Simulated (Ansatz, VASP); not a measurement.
# Mo in VASP and in Ansatz

Contents of INCAR:

```
ALGO = Normal ; EDIFF = 1E-6
ENCUT = 520 ; GGA = PE
ISIF = 2 ; ISMEAR = -1
LASPH = True ; LCHARG = True
LELF = True ; LREAL = False
LVHAR = True ; LWAVE = False
NBANDS = 21 ; NELM = 80
PREC = Accurate ; SIGMA = 0.05
```

The input KPOINTS:

```
k-points
0
Gamma
  18 18 18
```

Contents of POSCAR:

```
Mo
1.0
   -2.0038745637      2.0038745637      1.0512876710
    2.0038745637     -2.0038745637      1.0512876710
    2.0038745637      2.0038745637     -1.0512876710
Mo
2
Direct
   -0.3750000000     -0.1250000000     -0.2500000000
    0.3750000000      0.1250000000      0.2500000000
```

Input for Ansatz:

```yaml
crystal:
  lattice:
    - [-2.0038745637, 2.0038745637, 1.051287671]
    - [2.0038745637, -2.0038745637, 1.051287671]
    - [2.0038745637, 2.0038745637, -1.051287671]
  atoms:
    - { symbol: Mo, position: [-0.375, -0.125, -0.25] }
    - { symbol: Mo, position: [0.375, 0.125, 0.25] }
kpoints:
  mp_grid: { grid: [18, 18, 18] }
scf:
  occupations: { method: fermi_dirac, width: 0.05 }
hamiltonian:
  xc: pbe
  pseudopotentials: { kind: paw }
output:
  forces: true
  stress: true
  eigenvalues: true
  populations: true
```

Change from the starting cell: volume scaled by 0.5, PAW files.

Alike in both runs: task single point; functional PBE; k mesh 18 × 18 × 18; occupations fermi-dirac, width 0.05 eV; no spin polarisation.

|  | VASP | Ansatz |
| --- | --- | --- |
| version | VASP 6.6.1 | Ansatz 0.2.0 |
| potentials or method | VASP PAW PBE potentials, release 64 (Mo_sv) | PAW with Ansatz's default frozen-core files, scalar-relativistic |
| plane-wave cutoff (eV) | 520 | 420 |
| valence electrons in the cell | 28 | 28 |

Ansatz gave:

- pressure (GPa): 580.0
- traceless stress, the component that is largest in VASP (GPa): -0.11

Q: Estimate VASP's values.

A: Pressure (GPa): 595.4; traceless stress, the component that is largest in VASP (GPa): 1.51.

Both programs put the cell under a high pressure, so it lies far from rest at this level.

Noted on VASP's run: the cell as given lies far from equilibrium.
